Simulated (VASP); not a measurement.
Crystal: HfSc2O3.

```
CELL_PARAMETERS angstrom
4.19406 0.00000 0.00000
-2.09703 3.63216 0.00000
0.00000 0.00000 6.41475
ATOMIC_POSITIONS crystal
Hf 0.00000 0.00000 0.00000
Sc 0.33333 0.66667 0.50000
Sc 0.66667 0.33333 0.50000
O 0.50000 0.00000 0.00000
O 0.00000 0.50000 0.00000
O 0.50000 0.50000 0.00000
```

* Program: VASP 6.6.1
* Task: relaxation of cell and atoms
* Functional: PBE
* Potentials or basis: VASP PAW PBE potentials, release 64 (Hf_pv, Sc_sv, O)
* Cutoff: 600 eV
* k mesh: 6 × 6 × 4
* Occupations: gaussian, width 0.1 eV
* Spin: no spin polarisation

At the start: pressure 9.2 GPa; volume 16.29 Å³/atom.

**Question.** How do energy, volume and symmetry change on relaxing?

**Answer.** Over 15 steps the energy falls by 2478.1 meV/atom and the volume is 12.02 Å³/atom (-26.2 %); space group P6/mmm (No. 191, to 0.05 Å).

Step by step:
| step | energy change (eV) | largest force (eV/Å) | pressure (GPa) | volume (Å³) |
| --- | --- | --- | --- | --- |
| 1 | 0.0000 | 0.0000 | 9.20 | 97.72 |
| 2 | -1.2605 | 0.0000 | -10.92 | 110.67 |
| 3 | -1.2665 | 0.0000 | -11.39 | 111.15 |
| 4 | -3.4949 | 0.0000 | -16.29 | 102.22 |
| 5 | -10.6378 | 0.0000 | -20.86 | 84.94 |
| 6 | 75.2160 | 0.0000 | 862.76 | 37.94 |
| 7 | -11.8006 | 0.0000 | -19.60 | 82.37 |
| 8 | -12.0418 | 0.0000 | 52.63 | 62.05 |
| 9 | -14.5629 | 0.0000 | -6.67 | 73.84 |
| 10 | -14.8054 | 0.0000 | 7.67 | 69.57 |
| 11 | -14.8458 | 0.0000 | 3.24 | 70.68 |
| 12 | -14.8343 | 0.0000 | -0.06 | 72.68 |
| 13 | -14.8647 | 0.0000 | 1.71 | 71.57 |
| 14 | -14.8617 | 0.0000 | -2.19 | 72.91 |
| 15 | -14.8685 | 0.0000 | 0.01 | 72.14 |

Final structure:
```xyz
6
Lattice="5.1560 0.0000 0.0000 -2.5780 4.4653 0.0000 0.0000 0.0000 3.1334" Properties=species:S:1:pos:R:3 pbc="T T T"
Hf    0.0000    0.0000    0.0000
Sc    0.0000    2.9768    1.5667
Sc    2.5780    1.4884    1.5667
O     2.5780    0.0000    0.0000
O    -1.2890    2.2326    0.0000
O     1.2890    2.2326    0.0000
```

Caveat: the volume moved by over 15 % at a fixed basis, so the end points are rough.
